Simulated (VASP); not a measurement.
Wanted: the native input for a VASP 6.6.1 run.

* Task: single point
* Functional: r2SCAN
* Potentials or basis: VASP PAW PBE potentials, release 64 (Sr_sv, O)
* Cutoff: 520 eV
* k mesh: 8 × 8 × 8
* Occupations: gaussian, width 0.01 eV
* Spin: no spin polarisation
* Dipole correction: no
* Further INCAR settings: ALGO = Normal; EDIFF = 1e-06; NBANDS = 15

The system is SrO.

```xyz
2
Lattice="3.1029 0.0000 0.0000 0.0000 3.1029 0.0000 0.0000 0.0000 3.2620" Properties=species:S:1:pos:R:3 pbc="T T T"
Sr    0.0000    0.0000    0.0000
O     1.5514    1.5514    1.6310
```

This cell differs from its parent crystal: uniaxial z strain +5.1%.

The input as run:

POSCAR

```
SrO
1.0
    3.1028650695      0.0000000000      0.0000000000
    0.0000000000      3.1028650695      0.0000000000
    0.0000000000      0.0000000000      3.2620420476
Sr O
1 1
Direct
    0.0000000000      0.0000000000      0.0000000000
    0.5000000000      0.5000000000      0.5000000000
```

INCAR.step1

```
  PREC = Accurate
  ENCUT = 520
  ISMEAR = 0
  SIGMA = 0.01
  LREAL = False
  LASPH = True
  NELM = 100
  NBANDS = 15
  GGA = PE
  ALGO = Normal
  EDIFF = 1E-4
  LWAVE = True
  LCHARG = False
```

INCAR.step2

```
  PREC = Accurate
  ENCUT = 520
  EDIFF = 1E-6
  ISMEAR = 0
  SIGMA = 0.01
  LREAL = False
  LASPH = True
  NELM = 100
  ALGO = Normal
  ISIF = 2
  LWAVE = False
  LCHARG = False
  METAGGA = R2SCAN
  LMIXTAU = True
  NBANDS = 15
  ISTART = 1
```

KPOINTS

```
Automatic mesh
0
Gamma
  8 8 8
```

Potentials or basis: VASP PAW PBE potentials, release 64 (Sr_sv, O).

Run with:

```bash
$ cat potpaw_PBE.64/Sr_sv/POTCAR potpaw_PBE.64/O/POTCAR > POTCAR
$ cp INCAR.step1 INCAR
$ mpirun -np 1 vasp_std > vasp.out
$ cp INCAR.step2 INCAR
$ mpirun -np 1 vasp_std > vasp.out
```

It gave:

```
Pressure               : -3.9 GPa
Band gap on the k mesh : 3.07 eV, indirect (least direct gap 3.16 eV)
```

Caveat: the cell differs from its parent crystal (uniaxial z strain +5.1%); the PAW data sets were made with another functional, which shifts forces and pressure a little.

Run time: 56 s on 1 thread of AMD EPYC 9R45 96-Core Processor (Zen 5), with other jobs on the host, peak memory 0.14 GiB.
